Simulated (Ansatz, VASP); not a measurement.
## One calculation of BN, two programs

```
B N
1.0
     2.53600    0.00000    0.00000
    -1.26800    2.19624    0.00000
     0.00000    0.00000    4.17101
B N
2 2
Cartesian
  1.2680 0.7321 0.0000
  0.0000 1.4642 2.0855
  1.2680 0.7321 1.5641
  0.0000 1.4642 3.6496
```

Alike in both runs: task single point; functional PBE; k mesh 12 × 12 × 6; occupations fermi-dirac, width 0.05 eV; no spin polarisation.

```csv
,VASP,Ansatz
version,VASP 6.6.1,Ansatz 0.2.0
potentials or method,"VASP PAW PBE potentials, release 64 (B, N), cutoff 520 eV","plane waves, PAW"
valence electrons in the cell,16,16
```

```csv
,VASP,Ansatz,Ansatz less VASP
pressure (GPa),11.1,10.8,-0.29
"traceless stress, the component that is largest in VASP (GPa)",3.74,3.74,-0.002
```
